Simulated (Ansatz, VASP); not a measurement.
Two plane-wave programs on ZnS

```
Zn S
1.0
     0.00000    2.69409    2.58632
     2.69409    0.00000    2.58632
     2.69409    2.69409    0.00000
Zn S
1 1
Direct
  0.00000 0.00000 0.00000
  0.25000 0.25000 0.25000
```

Change from the starting cell: uniaxial_z strain -4.0%.

Alike in both runs: task single point; functional r2SCAN; k mesh 8 × 8 × 8; no spin polarisation.

|  | VASP | Ansatz |
| --- | --- | --- |
| version | VASP 6.6.1 | Ansatz 0.2.0 |
| potentials or method | VASP PAW PBE potentials, release 64 (Zn, S) | plane waves, PAW |
| plane-wave cutoff (eV) | 520 | 500 |
| occupations | gaussian, width 0.01 eV | fixed |
| valence electrons in the cell | 18 | 18 |

```csv
,VASP,Ansatz,Ansatz less VASP
gap on the k mesh at the Fermi level (eV),2.81,2.80,-0.015
pressure (GPa),3.5,3.5,-0.01
"traceless stress, the component that is largest in VASP (GPa)",1.07,1.03,-0.031
```

VASP's potentials were made for PBE, not for r2SCAN.
